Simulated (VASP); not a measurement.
Li:

```
Li
1.0
    -1.75465    1.75465    1.75465
     1.75465   -1.75465    1.75465
     1.75465    1.75465   -1.75465
Li
1
Direct
  0.00000 0.00000 0.00000
```

```yaml
Program: VASP 6.6.1
Task: relaxation of volume and atoms at fixed shape
Functional: PBEsol
Potentials_or_basis: VASP PAW PBE potentials, release 64 (Li_sv)
Cutoff: 600 eV
k_mesh: 10 × 10 × 10
Occupations: fermi-dirac, width 0.1 eV
Spin: no spin polarisation
```

At the start: pressure -0.9 GPa; volume 21.61 Å³/atom.

How do energy, volume and symmetry change on relaxing?

Over 3 steps the energy falls by 4.4 meV/atom and the volume is 20.20 Å³/atom (-6.5 %); space group Im-3m (No. 229, to 0.05 Å).

The path:
```csv
step,energy change (eV),largest force (eV/Å),pressure (GPa),volume (Å³)
1,0.0000,0.0000,-0.88,21.61
2,-0.0018,0.0000,-0.69,21.24
3,-0.0044,0.0000,-0.09,20.20
```

Final structure:
```
Li
1.0
    -1.71567    1.71567    1.71567
     1.71567   -1.71567    1.71567
     1.71567    1.71567   -1.71567
Li
1
Cartesian
  0.0000 0.0000 0.0000
```

Caveat: the cutoff is under 1.25 times the usual one of these potentials, so pressure, stress and relaxed cells hold a basis-set (Pulay) error; the PAW data sets were made with another functional, which shifts forces and pressure a little.
